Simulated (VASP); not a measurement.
# AlRu (P4/mmm) in VASP: single point with r2SCAN

Aim: the single point of AlRu with r2SCAN.

All numbers are computed with VASP 6.6.1; they aren't measurements. Logs are shortened: lines on timing, memory, paths and dates and some standing lists are left out, and cuts for length are marked.

**1. The cell of the first run**

It takes space group P4/mmm (No. 123, tetragonal). Conventional cell: a = 2.842 Å, b = 2.842 Å, c = 3.141 Å, α = 90.00°, β = 90.00°, γ = 90.00°. Al (site symmetry 4/mmm) has 8 Ru at 2.55 Å and 6 Al at 2.84 to 3.14 Å within 3.4 Å. Within 3.4 Å of Ru (site symmetry 4/mmm) lie 8 Al at 2.55 Å and 6 Ru at 2.84 to 3.14 Å.

**2. Single point, r2SCAN (strain -0.050 along x and y, +0.050 along z)**

POSCAR reads:

```
AlRu
1.0
    2.8420200000      0.0000000000      0.0000000000
    0.0000000000      2.8420200000      0.0000000000
    0.0000000000      0.0000000000      3.1411800000
Al Ru
1 1
Direct
    0.0000000000      0.0000000000      0.0000000000
    0.5000000000      0.5000000000      0.5000000000
```

INCAR.step1 reads:

```
  PREC = Accurate
  ENCUT = 520
  ISMEAR = 0
  SIGMA = 0.15
  LREAL = False
  LASPH = True
  NELM = 100
  NBANDS = 16
  GGA = PE
  ALGO = Normal
  EDIFF = 1E-4
  LWAVE = True
  LCHARG = False
```

INCAR.step2 reads:

```
  PREC = Accurate
  ENCUT = 520
  EDIFF = 1E-7
  ISMEAR = 0
  SIGMA = 0.15
  LREAL = False
  LASPH = True
  NELM = 100
  ALGO = Normal
  ISIF = 2
  LWAVE = False
  LCHARG = False
  METAGGA = R2SCAN
  LMIXTAU = True
  NBANDS = 16
  ISTART = 1
```

KPOINTS reads:

```
Automatic mesh
0
Gamma
  16 16 16
```

Potentials or basis: VASP PAW PBE potentials, release 64 (Al, Ru_pv).

On the command line:

```sh
cat potpaw_PBE.64/Al/POTCAR potpaw_PBE.64/Ru_pv/POTCAR > POTCAR
cp INCAR.step1 INCAR
mpirun -np 1 vasp_std > vasp.out
cp INCAR.step2 INCAR
mpirun -np 1 vasp_std > vasp.out
```

OUTCAR:

```text
PREC = Accurate
   ENCUT = 520
   EDIFF = 1E-7
   ISMEAR = 0
   LREAL = False
   LASPH = True
   NELM = 100
   ISIF = 2
   METAGGA = R2SCAN
   ISTART = 1

 ion  position               nearest neighbor table
   1  0.000  0.000  0.000-   2 2.55   2 2.55   2 2.55   2 2.55   2 2.55   2 2.55   2 2.55   2 2.55

   2  0.500  0.500  0.500-   1 2.55   1 2.55   1 2.55   1 2.55   1 2.55   1 2.55   1 2.55   1 2.55

  LATTYP: Found a simple tetragonal cell.
 ALAT       =     2.8420200000
 C/A-ratio  =     1.1052631579

  Lattice vectors:

 A1 = (   2.8420200000,   0.0000000000,   0.0000000000)
 A2 = (   0.0000000000,   2.8420200000,   0.0000000000)
 A3 = (   0.0000000000,   0.0000000000,   3.1411800000)

Analysis of symmetry for initial positions (statically):
=====================================================================
 Subroutine PRICEL returns:
 Original cell was already a primitive cell.

 Routine SETGRP: Setting up the symmetry group for a
 simple tetragonal supercell.

 Subroutine GETGRP returns: Found 16 space group operations
 (whereof 16 operations were pure point group operations)
 out of a pool of 16 trial point group operations.

The static configuration has the point symmetry D_4h.

Analysis of symmetry for dynamics (positions and initial velocities):
=====================================================================
 Subroutine PRICEL returns:
 Original cell was already a primitive cell.

 Routine SETGRP: Setting up the symmetry group for a
 simple tetragonal supercell.

 Subroutine GETGRP returns: Found 16 space group operations
 (whereof 16 operations were pure point group operations)
 out of a pool of 16 trial point group operations.

The dynamic configuration has the point symmetry D_4h.

 Subroutine INISYM returns: Found 16 space group operations
 (whereof 16 operations are pure point group operations),
 and found     1 'primitive' translations

----------------------------------------------------------------------------------------

                                     Primitive cell

  volume of cell :      25.3716

  direct lattice vectors                    reciprocal lattice vectors
     2.842020000  0.000000000  0.000000000     0.351862408  0.000000000  0.000000000
     0.000000000  2.842020000  0.000000000     0.000000000  0.351862408  0.000000000
     0.000000000  0.000000000  3.141180000     0.000000000  0.000000000  0.318351702

  length of vectors
     2.842020000  2.842020000  3.141180000     0.351862408  0.351862408  0.318351702

  position of ions in fractional coordinates (direct lattice)
     0.000000000  0.000000000  0.000000000
     0.500000000  0.500000000  0.500000000

  ion indices of the primitive-cell ions
   primitive index   ion index
                 1           1
                 2           2

----------------------------------------------------------------------------------------

 KPOINTS: Automatic mesh

Automatic generation of k-mesh.
 Grid dimensions read from file:
 generate k-points for:   16   16   16

 Generating k-lattice:

  Cartesian coordinates                     Fractional coordinates (reciprocal lattice)
     0.021991400  0.000000000  0.000000000     0.062500000  0.000000000  0.000000000
     0.000000000  0.021991400  0.000000000     0.000000000  0.062500000  0.000000000
     0.000000000  0.000000000  0.019896981     0.000000000  0.000000000  0.062500000

  Length of vectors
     0.021991400  0.021991400  0.019896981

  Shift w.r.t. Gamma in fractional coordinates (k-lattice)
     0.000000000  0.000000000  0.000000000

 Subroutine IBZKPT returns following result:
 ===========================================

 Found    405 irreducible k-points:

 Following reciprocal coordinates:
            Coordinates               Weight
  0.000000  0.000000  0.000000      1.000000
  0.062500  0.000000  0.000000      4.000000
  0.125000  0.000000  0.000000      4.000000
  0.187500  0.000000  0.000000      4.000000
  0.250000  0.000000  0.000000      4.000000
  0.312500  0.000000  0.000000      4.000000
[... 16 lines left out ...]
  0.437500  0.125000  0.000000      8.000000
  0.500000  0.125000  0.000000      4.000000
 [... further k-points ...]
   k-points           NKPTS =    405   k-points in BZ     NKDIM =    405   number of bands    NBANDS=     16
   number of dos      NEDOS =    301   number of ions     NIONS =      2
   total plane-waves  NPLWV =  13824
   dimension x,y,z NGX =    24 NGY =   24 NGZ =   24
   dimension x,y,z NGXF=    48 NGYF=   48 NGZF=   48
   ions per type =               1   1
   NGX,Y,Z   is equivalent  to a cutoff of  14.04, 14.04, 12.70 a.u.
   NGXF,Y,Z  is equivalent  to a cutoff of  28.08, 28.08, 25.40 a.u.
 SYSTEM =  unknown system
   PREC   = accura    normal or accurate (medium, high low for compatibility)
   ISTART =      1    job   : 0-new  1-cont  2-samecut
   ICHARG =      0    charge: 1-file 2-atom 10-const
   ISPIN  =      1    spin polarized calculation?
   LNONCOLLINEAR =      F non collinear calculations
   LSORBIT =      F    spin-orbit coupling
   LASPH  =      T    aspherical Exc in radial PAW
   ENCUT  =  520.0 eV  38.22 Ry    6.18 a.u.   5.28  5.28  5.84*2*pi/ulx,y,z
   NELM   =    100;   NELMIN=  2; NELMDL=  0     # of ELM steps
   EDIFF  = 0.1E-06   stopping-criterion for ELM
   LREAL  =      F    real-space projection
   EDIFFG = 0.1E-05   stopping-criterion for IOM
   NSW    =      0    number of steps for IOM
   IBRION =     -1    ionic relax: 0-MD 1-quasi-New 2-CG
   NFREE  =      0    steps in history (QN), initial steepest desc. (CG)
   ISIF   =      2    stress and relaxation
   ISYM   =      2    0-nonsym 1-usesym 2-fastsym
   POTIM  = 0.5000    time-step for ionic-motion
   TEBEG  =    0.0;   TEEND  =   0.0 temperature during run
   PSTRESS=    0.0 pullay stress
   NELECT =      17.0000    total number of electrons
   NUPDOWN=      -1.0000    fix difference up-down
   EMIN   =  10.00;   EMAX   =-10.00  energy-range for DOS
   EFERMI =   0.00;   METHOD = LEGACY
   ISMEAR =     0;   SIGMA  =   0.15  broadening in eV -4-tet -1-fermi 0-gaus
   EFERMI_NEDOS =   21; number of points for ismear=-14 and -15
   IALGO  =     38    algorithm
   IMIX   =      4    mixing-type and parameters
     AMIX     =   0.40;   BMIX     =  1.00
     AMIX_MAG =   1.60;   BMIX_MAG =  1.00
  volume/ion in A,a.u.               =      12.69        85.61
  Fermi-wavevector in a.u.,A,eV,Ry     =   1.432547  2.707121 27.921739  2.052190
  Thomas-Fermi vector in A             =   2.552162
   LORBIT       =      0    0 simple, 1 ext, 2 COOP (PROOUT), +10 PAW based schemes
   METAGGA = R2SCAN    functional components
   LHFCALC =     F    Hartree Fock is set to
   AEXX    =    0.0000 exact exchange contribution
   IVDW    =     0    specifies the selected vdW correction
   LEPSILON=     F    determine dielectric tensor
   LRPA    =     F    only Hartree local field effects (RPA)
 non-spin polarized calculation
 Gauss-broadening in eV      SIGMA  =   0.15
  energy-cutoff  :      520.00
  volume of cell :       25.37
 maximum number of plane-waves:       712
 NGX is ok and might be reduce to    24
   NGX = 11   NGY = 11   NGZ = 11

 number of electron      16.9999998 magnetization

 Free energy of the ion-electron system (eV)
  ---------------------------------------------------
  ext. energy  EPLUGINS =         0.00000000
  ---------------------------------------------------
  free energy    TOTEN  =       -33.47211533 eV

  energy without entropy =      -33.45684140  energy(sigma->0) =      -33.46447837

 E-fermi :  11.4280     XC(G=0): -13.9168

 val. band max:       11.4239442682   @ k =   0.2500   0.0625   0.0000
 cond. band min:      11.4280904581   @ k =   0.1250   0.1250   0.3750
 fundamental gap:      0.0041461899
 Fermi energy:        11.4279678422

 k-point     1 :       0.0000    0.0000    0.0000
  band No.  band energies     occupation
      1     -31.8171      2.00000
      2     -31.6665      2.00000
      3     -31.6665      2.00000
      4       0.8365      2.00000
      5       7.2804      2.00000
      6       7.3634      2.00000
[... 8 lines left out ...]
     15      23.0166      0.00000
     16      29.1908      0.00000

 k-point     2 :       0.0625    0.0000    0.0000
  band No.  band energies     occupation
      1     -31.8156      2.00000
      2     -31.6815      2.00000
      3     -31.6652      2.00000
      4       0.9247      2.00000
      5       7.3240      2.00000
      6       7.4057      2.00000
[... 8 lines left out ...]
     15      23.3314      0.00000
     16      29.4747      0.00000

 k-point     3 :       0.1250    0.0000    0.0000
  band No.  band energies     occupation
      1     -31.8115      2.00000
      2     -31.7239      2.00000
      3     -31.6616      2.00000
      4       1.1854      2.00000
      5       7.4390      2.00000
      6       7.5259      2.00000
[... 8 lines left out ...]
     15      24.1032      0.00000
     16      30.3381      0.00000

 k-point     4 :       0.1875    0.0000    0.0000
  band No.  band energies     occupation
      1     -31.8054      2.00000
      2     -31.7869      2.00000
      3     -31.6561      2.00000
      4       1.6075      2.00000
      5       7.6016      2.00000
      6       7.6766      2.00000
[... 8 lines left out ...]
     15      24.7726      0.00000
     16      29.4702      0.00000
[... 324 lines left out ...]
 k-point    22 :       0.3750    0.1250    0.0000
  band No.  band energies     occupation
      1     -31.9880      2.00000
      2     -31.7791      2.00000
      3     -31.6927      2.00000
      4       3.9133      2.00000
      5       7.1436      2.00000
      6       8.4312      2.00000
[... 8 lines left out ...]
     15      25.7668      0.00000
     16      26.2885      0.00000

 k-point    23 :       0.4375    0.1250    0.0000
  band No.  band energies     occupation
      1     -32.0285      2.00000
      2     -31.7750      2.00000
      3     -31.6888      2.00000
      4       4.7220      2.00000
      5       6.4523      2.00000
      6       8.5985      2.00000
[... 8 lines left out ...]
     15      24.7668      0.00000
     16      25.1382      0.00000

 k-point    24 :       0.5000    0.1250    0.0000
  band No.  band energies     occupation
      1     -32.0427      2.00000
      2     -31.7735      2.00000
      3     -31.6874      2.00000
      4       5.3628      2.00000
      5       5.8438      2.00000
      6       8.6658      2.00000
[... 8 lines left out ...]
     15      24.2469      0.00000
     16      24.5552      0.00000

 [... further k-points ...]

------------------------ aborting loop because EDIFF is reached ----------------------------------------

  FORCE on cell =-STRESS in cart. coord.  units (eV):
  Direction    XX          YY          ZZ          XY          YZ          ZX
  --------------------------------------------------------------------------------------
  -------------------------------------------------------------------------------------
  Total        2.9984189      2.9984189     -0.1448500      0.0000000     -0.0000000      0.0000000
  in kB      189.3458558    189.3458558     -9.1470720      0.0000000     -0.0000000      0.0000000
  external PRESSURE =     123.1815465 kB  Pullay stress =       0.0000000 kB

 VOLUME and BASIS-vectors are now :
 -----------------------------------------------------------------------------
  energy-cutoff  :      520.00
  volume of cell :       25.37
      direct lattice vectors                 reciprocal lattice vectors
     2.842020000  0.000000000  0.000000000     0.351862408  0.000000000  0.000000000
     0.000000000  2.842020000  0.000000000     0.000000000  0.351862408  0.000000000
     0.000000000  0.000000000  3.141180000     0.000000000  0.000000000  0.318351702

 POSITION                                       TOTAL-FORCE (eV/Angst)
 -----------------------------------------------------------------------------------
      0.00000      0.00000      0.00000         0.000000      0.000000      0.000000
      1.42101      1.42101      1.57059         0.000000      0.000000      0.000000
 -----------------------------------------------------------------------------------
    total drift:                                0.000000     -0.000000     -0.000000

  FREE ENERGIE OF THE ION-ELECTRON SYSTEM (eV)
  ---------------------------------------------------
  free  energy   TOTEN  =       -33.4721153325 eV

  energy  without entropy=      -33.4568414022  energy(sigma->0) =      -33.46447837
```

Wall time 8.1 min (1 thread of Intel Xeon 8259CL, shared host); peak memory 0.28 GiB.

What came out:

- Free energy: -33.4721 eV
- Pressure: 12.3 GPa
- Band gap on the k mesh: zero (an odd number of electrons rules out a gap without spin polarisation)

Levels at points of the mesh, in eV from the Fermi level:
```tsv
k point	band 6	band 7	band 8	band 9	band 10	band 11	band 12	band 13
(0.00, 0.00, 0.00)	-4.06	-0.05	-0.05	0.63	4.61	7.87	7.87	10.35
(0.50, 0.00, 0.00)	-3.03	-2.75	-1.46	0.32	3.28	7.47	10.07	10.35
(0.50, 0.50, 0.00)	-2.08	-2.08	-1.17	-1.17	2.29	6.89	7.73	10.24
(0.00, 0.00, 0.50)	-3.42	-1.41	-1.41	0.79	1.40	7.80	10.35	12.81
(0.50, 0.00, 0.50)	-2.15	-1.38	-1.20	-0.91	1.39	5.75	6.88	10.35
(0.50, 0.50, 0.50)	-5.23	1.49	2.34	3.51	3.92	4.68	4.68	8.81
```

Caveat: the cell differs from its parent crystal (strain -0.050 along x and y, +0.050 along z); the cell stands under pressure; the PAW data sets were made with another functional, which shifts forces and pressure a little.
